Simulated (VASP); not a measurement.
# Si (I4/mmm) in VASP: notebook

Runs on Si. Level: LDA. Tasks: single point.

Everything below comes from runs of VASP 6.6.1. Logs are shortened: lines on timing, memory, paths and dates and some standing lists are left out, and cuts for length are marked.

## (1) The cell of the first run

It takes space group I4/mmm (No. 139, tetragonal). Conventional cell: a = 6.603 Å, b = 6.603 Å, c = 3.702 Å, α = 90.00°, β = 90.00°, γ = 90.00°. Si (site symmetry m2m) has 4 Si at 2.28 to 2.36 Å within 3.0 Å.

## (2) Single point, LDA (strain +0.000 along x and y, -0.030 along z)

INCAR reads:

```
SYSTEM = Si
PREC     = Accurate       ! precision mode
ENCUT    = 520            ! plane-wave cutoff, eV
EDIFF    = 1E-7           ! SCF threshold, eV
ISMEAR   = 0              ! smearing method
SIGMA    = 0.03           ! smearing width, eV
LREAL    = .False.        ! projectors in reciprocal space
LASPH    = .True.         ! aspherical terms in the spheres
NELM     = 100            ! most SCF steps
ALGO     = Normal         ! electronic algorithm
ISIF     = 2              ! what is computed and relaxed
LWAVE    = .False.        ! write WAVECAR
LCHARG   = .True.         ! write CHGCAR
LELF     = .True.         ! ELF
LVHAR    = .True.       
NBANDS   = 16             ! bands
```

KPOINTS reads:

```
Automatic mesh
0
Gamma
  10 10 10
  0 0 0
```

POSCAR reads:

```
Si
1.0
   -3.3012718576      3.3012718576      1.8511139988
    3.3012718576     -3.3012718576      1.8511139988
    3.3012718576      3.3012718576     -1.8511139988
Si
4
Direct
    0.1788433299      0.1788433299      0.3576866598
    0.8211566701      0.8211566701      0.6423133402
    0.1788433299      0.8211566701      0.0000000000
    0.8211566701      0.1788433299      0.0000000000
```

Potentials or basis: VASP PAW LDA potentials, release 64 (Si).

Command:

```sh
$ cat potpaw_LDA.64/Si/POTCAR > POTCAR
$ mpirun -np 1 vasp_std > vasp.out
```

OUTCAR:

```text
SYSTEM = Si
   PREC = Accurate
   ENCUT = 520
   EDIFF = 1E-7
   ISMEAR = 0
   LREAL = .False.
   LASPH = .True.
   NELM = 100
   ISIF = 2

 ion  position               nearest neighbor table
   1  0.179  0.179  0.358-   2 2.28   2 2.28   3 2.36   4 2.36
   2  0.821  0.821  0.642-   1 2.28   1 2.28   4 2.36   3 2.36
   3  0.179  0.821  0.000-   4 2.28   4 2.28   2 2.36   1 2.36
   4  0.821  0.179  0.000-   3 2.28   3 2.28   2 2.36   1 2.36

  LATTYP: Found a body centered tetragonal cell.
 ALAT       =     6.6025437152
 C/A-ratio  =     0.5607275252

  Lattice vectors:

 A1 = (  -3.3012718576,   3.3012718576,   1.8511139988)
 A2 = (   3.3012718576,  -3.3012718576,   1.8511139988)
 A3 = (   3.3012718576,   3.3012718576,  -1.8511139988)

Analysis of symmetry for initial positions (statically):
=====================================================================
 Subroutine PRICEL returns:
 Original cell was already a primitive cell.

 Routine SETGRP: Setting up the symmetry group for a
 body centered tetragonal supercell.

 Subroutine GETGRP returns: Found 16 space group operations
 (whereof 16 operations were pure point group operations)
 out of a pool of 16 trial point group operations.

The static configuration has the point symmetry D_4h.

Analysis of symmetry for dynamics (positions and initial velocities):
=====================================================================
 Subroutine PRICEL returns:
 Original cell was already a primitive cell.

 Routine SETGRP: Setting up the symmetry group for a
 body centered tetragonal supercell.

 Subroutine GETGRP returns: Found 16 space group operations
 (whereof 16 operations were pure point group operations)
 out of a pool of 16 trial point group operations.

The dynamic configuration has the point symmetry D_4h.

 Subroutine INISYM returns: Found 16 space group operations
 (whereof 16 operations are pure point group operations),
 and found     1 'primitive' translations

----------------------------------------------------------------------------------------

                                     Primitive cell

  volume of cell :      80.6967

  direct lattice vectors                    reciprocal lattice vectors
    -3.301271858  3.301271858  1.851113999     0.000000000  0.151456778  0.270107622
     3.301271858 -3.301271858  1.851113999     0.151456778  0.000000000  0.270107622
     3.301271858  3.301271858 -1.851113999     0.151456778  0.151456778  0.000000000

  length of vectors
     5.022291787  5.022291787  5.022291787     0.309672865  0.309672865  0.214192230

  position of ions in fractional coordinates (direct lattice)
     0.178843330  0.178843330  0.357686660
     0.821156670  0.821156670  0.642313340
     0.178843330  0.821156670  0.000000000
     0.821156670  0.178843330  0.000000000

  ion indices of the primitive-cell ions
   primitive index   ion index
                 1           1
                 2           2
                 3           3
                 4           4

----------------------------------------------------------------------------------------

 KPOINTS: Automatic mesh

Automatic generation of k-mesh.
 Grid dimensions read from file:
 generate k-points for:   10   10   10

 Generating k-lattice:

  Cartesian coordinates                     Fractional coordinates (reciprocal lattice)
     0.000000000  0.015145678  0.027010762     0.100000000  0.000000000  0.000000000
     0.015145678  0.000000000  0.027010762     0.000000000  0.100000000  0.000000000
     0.015145678  0.015145678  0.000000000     0.000000000  0.000000000  0.100000000

  Length of vectors
     0.030967286  0.030967286  0.021419223

  Shift w.r.t. Gamma in fractional coordinates (k-lattice)
     0.000000000  0.000000000  0.000000000

 Subroutine IBZKPT returns following result:
 ===========================================

 Found    102 irreducible k-points:

 Following reciprocal coordinates:
            Coordinates               Weight
  0.000000  0.000000  0.000000      1.000000
  0.100000  0.000000  0.000000      8.000000
  0.200000  0.000000  0.000000      8.000000
  0.300000  0.000000 -0.000000      8.000000
  0.400000 -0.000000  0.000000      8.000000
  0.500000  0.000000  0.000000      4.000000
[... 16 lines left out ...]
  0.300000  0.300000  0.000000      8.000000
  0.400000  0.300000  0.000000     16.000000
 [... further k-points ...]
   k-points           NKPTS =    102   k-points in BZ     NKDIM =    102   number of bands    NBANDS=     16
   number of dos      NEDOS =    301   number of ions     NIONS =      4
   total plane-waves  NPLWV =  64000
   dimension x,y,z NGX =    40 NGY =   40 NGZ =   40
   dimension x,y,z NGXF=    80 NGYF=   80 NGZF=   80
   ions per type =               4
   NGX,Y,Z   is equivalent  to a cutoff of  13.24, 13.24, 13.24 a.u.
   NGXF,Y,Z  is equivalent  to a cutoff of  26.48, 26.48, 26.48 a.u.
 SYSTEM =  Si
   PREC   = accura    normal or accurate (medium, high low for compatibility)
   ISTART =      0    job   : 0-new  1-cont  2-samecut
   ICHARG =      2    charge: 1-file 2-atom 10-const
   ISPIN  =      1    spin polarized calculation?
   LNONCOLLINEAR =      F non collinear calculations
   LSORBIT =      F    spin-orbit coupling
   LASPH  =      T    aspherical Exc in radial PAW
   ENCUT  =  520.0 eV  38.22 Ry    6.18 a.u.   9.34  9.34  9.34*2*pi/ulx,y,z
   NELM   =    100;   NELMIN=  2; NELMDL= -5     # of ELM steps
   EDIFF  = 0.1E-06   stopping-criterion for ELM
   LREAL  =      F    real-space projection
   EDIFFG = 0.1E-05   stopping-criterion for IOM
   NSW    =      0    number of steps for IOM
   IBRION =     -1    ionic relax: 0-MD 1-quasi-New 2-CG
   NFREE  =      0    steps in history (QN), initial steepest desc. (CG)
   ISIF   =      2    stress and relaxation
   ISYM   =      2    0-nonsym 1-usesym 2-fastsym
   POTIM  = 0.5000    time-step for ionic-motion
   TEBEG  =    0.0;   TEEND  =   0.0 temperature during run
   PSTRESS=    0.0 pullay stress
   NELECT =      16.0000    total number of electrons
   NUPDOWN=      -1.0000    fix difference up-down
   EMIN   =  10.00;   EMAX   =-10.00  energy-range for DOS
   EFERMI =   0.00;   METHOD = LEGACY
   ISMEAR =     0;   SIGMA  =   0.03  broadening in eV -4-tet -1-fermi 0-gaus
   EFERMI_NEDOS =   21; number of points for ismear=-14 and -15
   IALGO  =     38    algorithm
   IMIX   =      4    mixing-type and parameters
     AMIX     =   0.40;   BMIX     =  1.00
     AMIX_MAG =   1.60;   BMIX_MAG =  1.00
  volume/ion in A,a.u.               =      20.17       136.14
  Fermi-wavevector in a.u.,A,eV,Ry     =   0.954618  1.803966 12.398926  0.911295
  Thomas-Fermi vector in A             =   2.083381
   LORBIT       =      0    0 simple, 1 ext, 2 COOP (PROOUT), +10 PAW based schemes
   GGA     = CA    functional components
   LHFCALC =     F    Hartree Fock is set to
   AEXX    =    0.0000 exact exchange contribution
   IVDW    =     0    specifies the selected vdW correction
   LEPSILON=     F    determine dielectric tensor
   LRPA    =     F    only Hartree local field effects (RPA)
 non-spin polarized calculation
 Gauss-broadening in eV      SIGMA  =   0.03
  energy-cutoff  :      520.00
  volume of cell :       80.70
 maximum number of plane-waves:      2191
 NGX is ok and might be reduce to    40
   NGX = 19   NGY = 19   NGZ = 19

 number of electron      16.0000000 magnetization

 Free energy of the ion-electron system (eV)
  ---------------------------------------------------
  ext. energy  EPLUGINS =         0.00000000
  ---------------------------------------------------
  free energy    TOTEN  =       -23.32693699 eV

  energy without entropy =      -23.32693693  energy(sigma->0) =      -23.32693696

 E-fermi :   5.9354     XC(G=0):  -9.4983

 val. band max:        5.8559767781   @ k =   0.5000   0.5000   0.5000
 cond. band min:       6.0218662945   @ k =  -0.1000  -0.2000   0.1000
 fundamental gap:      0.1658895163
 Fermi energy:         5.9353699269

 k-point     1 :       0.0000    0.0000    0.0000
  band No.  band energies     occupation
      1      -6.4957      2.00000
      2      -2.2659      2.00000
      3       0.1750      2.00000
      4       0.1750      2.00000
      5       1.9369      2.00000
      6       4.5210      2.00000
[... 8 lines left out ...]
     15      11.5631      0.00000
     16      12.7432      0.00000

 k-point     2 :       0.1000    0.0000    0.0000
  band No.  band energies     occupation
      1      -6.3756      2.00000
      2      -2.2786      2.00000
      3       0.0480      2.00000
      4       0.3573      2.00000
      5       2.0530      2.00000
      6       3.8200      2.00000
[... 8 lines left out ...]
     15      10.9378      0.00000
     16      13.4090      0.00000

 k-point     3 :       0.2000    0.0000    0.0000
  band No.  band energies     occupation
      1      -6.0206      2.00000
      2      -2.2605      2.00000
      3      -0.3167      2.00000
      4       0.6961      2.00000
      5       2.2440      2.00000
      6       2.6119      2.00000
[... 8 lines left out ...]
     15      11.1012      0.00000
     16      12.9268      0.00000

 k-point     4 :       0.3000    0.0000   -0.0000
  band No.  band energies     occupation
      1      -5.4524      2.00000
      2      -2.1307      2.00000
      3      -1.0024      2.00000
      4       0.5227      2.00000
      5       1.7221      2.00000
      6       2.3271      2.00000
[... 8 lines left out ...]
     15      12.4747      0.00000
     16      12.9933      0.00000

 k-point     5 :       0.4000   -0.0000    0.0000
  band No.  band energies     occupation
      1      -4.7467      2.00000
      2      -1.9402      2.00000
      3      -1.8804      2.00000
      4      -0.1058      2.00000
      5       1.3805      2.00000
      6       2.2627      2.00000
[... 8 lines left out ...]
     15      11.8330      0.00000
     16      13.7635      0.00000

 k-point     6 :       0.5000    0.0000    0.0000
  band No.  band energies     occupation
      1      -4.2882      2.00000
      2      -2.5118      2.00000
      3      -1.6969      2.00000
      4      -0.4570      2.00000
      5       1.3170      2.00000
      6       2.2132      2.00000
[... 8 lines left out ...]
     15      11.3461      0.00000
     16      13.5279      0.00000
[... 267 lines left out ...]
 k-point    21 :      -0.3000    0.2000    0.0000
  band No.  band energies     occupation
      1      -6.0459      2.00000
      2      -3.2566      2.00000
      3      -0.1412      2.00000
      4       0.8419      2.00000
      5       3.1322      2.00000
      6       3.4958      2.00000
[... 8 lines left out ...]
     15      11.9520      0.00000
     16      12.6540      0.00000

 k-point    22 :      -0.2000    0.2000    0.0000
  band No.  band energies     occupation
      1      -6.2727      2.00000
      2      -3.0287      2.00000
      3       0.1903      2.00000
      4       0.3568      2.00000
      5       2.8924      2.00000
      6       4.2452      2.00000
[... 8 lines left out ...]
     15      12.0091      0.00000
     16      13.5518      0.00000

 k-point    23 :       0.3000    0.3000    0.0000
  band No.  band energies     occupation
      1      -4.2175      2.00000
      2      -2.9283      2.00000
      3      -2.0434      2.00000
      4       0.0813      2.00000
      5       1.1787      2.00000
      6       2.9171      2.00000
[... 8 lines left out ...]
     15      12.2460      0.00000
     16      13.9317      0.00000

 k-point    24 :       0.4000    0.3000    0.0000
  band No.  band energies     occupation
      1      -4.6889      2.00000
      2      -3.5577      2.00000
      3      -1.3054      2.00000
      4       0.8024      2.00000
      5       1.4434      2.00000
      6       2.7325      2.00000
[... 8 lines left out ...]
     15      12.2027      0.00000
     16      13.0745      0.00000

 [... further k-points ...]

------------------------ aborting loop because EDIFF is reached ----------------------------------------

  FORCE on cell =-STRESS in cart. coord.  units (eV):
  Direction    XX          YY          ZZ          XY          YZ          ZX
  --------------------------------------------------------------------------------------
  -------------------------------------------------------------------------------------
  Total        0.5631951      0.5631951      3.6726123      0.0000000      0.0000000      0.0000000
  in kB       11.1818513     11.1818513     72.9171916      0.0000000      0.0000000      0.0000000
  external PRESSURE =      31.7602980 kB  Pullay stress =       0.0000000 kB

 VOLUME and BASIS-vectors are now :
 -----------------------------------------------------------------------------
  energy-cutoff  :      520.00
  volume of cell :       80.70
      direct lattice vectors                 reciprocal lattice vectors
    -3.301271858  3.301271858  1.851113999     0.000000000  0.151456778  0.270107622
     3.301271858 -3.301271858  1.851113999     0.151456778  0.000000000  0.270107622
     3.301271858  3.301271858 -1.851113999     0.151456778  0.151456778  0.000000000

 POSITION                                       TOTAL-FORCE (eV/Angst)
 -----------------------------------------------------------------------------------
      1.18082      1.18082     -0.00000        -0.246296     -0.246296      0.000000
      2.12045      2.12045      1.85111         0.246296      0.246296     -0.000000
      2.12045     -2.12045      1.85111         0.246296     -0.246296      0.000000
     -2.12045      2.12045      1.85111        -0.246296      0.246296     -0.000000
 -----------------------------------------------------------------------------------
    total drift:                               -0.000000     -0.000000      0.000000

  FREE ENERGIE OF THE ION-ELECTRON SYSTEM (eV)
  ---------------------------------------------------
  free  energy   TOTEN  =       -23.3269369924 eV

  energy  without entropy=      -23.3269369284  energy(sigma->0) =      -23.32693696
```

Wall time 3.1 min (1 thread of Intel Xeon 8259CL, shared host); peak memory 0.25 GiB.

What came out:

| Item | Value |
| --- | --- |
| Free energy | -23.3269 eV |
| Pressure | 3.2 GPa |
| Largest force | 0.348 eV/Å |
| Band gap on the k mesh | 0.17 eV (least direct gap 0.61 eV) |

Forces on the atoms (eV/Å):
```
Si  -0.246 -0.246  0.000
Si   0.246  0.246  0.000
Si   0.246 -0.246  0.000
Si  -0.246  0.246  0.000
```

Stress tensor (GPa, compression positive):
```
1.12 0.00 0.00
0.00 1.12 0.00
0.00 0.00 7.29
```

Caveat: the cell differs from its parent crystal (strain +0.000 along x and y, -0.030 along z); the stress differs along the axes, from 1 to 7 GPa; semilocal functionals underestimate gaps, and a narrow one can read as zero.

## (3) Single point, LDA (strain -0.015 along x and y, +0.000 along z)

INCAR reads:

```
  PREC = Accurate
  ENCUT = 520
  EDIFF = 1E-6
  ISMEAR = 0
  SIGMA = 0.03
  LREAL = False
  LASPH = True
  NELM = 80
  ALGO = Normal
  ISIF = 2
  LWAVE = False
  LCHARG = False
  NBANDS = 16
```

KPOINTS reads:

```
regular mesh
0
Gamma
  10 10 10
```

POSCAR reads:

```
Si
1.0
   -3.2517527797      3.2517527797      1.9083649472
    3.2517527797     -3.2517527797      1.9083649472
    3.2517527797      3.2517527797     -1.9083649472
Si
4
Direct
    0.1788433299      0.1788433299      0.3576866598
    0.8211566701      0.8211566701      0.6423133402
    0.1788433299      0.8211566701      0.0000000000
    0.8211566701      0.1788433299      0.0000000000
```

Potentials or basis: VASP PAW LDA potentials, release 64 (Si).

Command:

```sh
$ cat potpaw_LDA.64/Si/POTCAR > POTCAR
$ mpirun -np 1 vasp_std > vasp.out
```

Run time: 2.7 min. Hardware: 1 thread of Intel Xeon 8259CL, shared host; peak memory 0.24 GiB.

It converged, with:

```
Free energy            : -23.3519 eV
Pressure               : 2.9 GPa
Largest force          : 0.242 eV/Å
Band gap on the k mesh : 0.04 eV
```

Forces in eV/Å, atoms in the order of the input:
```
Si   0.171  0.171  0.000
Si  -0.171 -0.171  0.000
Si  -0.171  0.171  0.000
Si   0.171 -0.171  0.000
```

Stress tensor (GPa, compression positive):
```
3.88 0.00 0.00
0.00 3.88 0.00
0.00 0.00 0.96
```

Levels at points of the mesh, in eV from the valence-band top:
```
           k point  band 5  band 6  band 7  band 8  band 9  band 10  band 11  band 12
(0.00, 0.00, 0.00)   -4.02   -1.65   -1.65   -0.66    1.16     1.62     1.62     2.19
(0.50, 0.00, 0.00)   -4.62   -3.74   -2.57   -1.46    0.65     2.40     2.91     3.41
(0.50, 0.50, 0.00)   -3.02   -2.23   -1.99   -1.81    1.40     1.68     1.87     4.08
(0.50, 0.50, 0.50)   -3.23   -0.28    0.00    0.00    0.04     3.54     3.65     4.19
```

Caveat: the cell differs from its parent crystal (strain -0.015 along x and y, +0.000 along z); semilocal functionals underestimate gaps, and a narrow one can read as zero. A k mesh can miss the band edges.
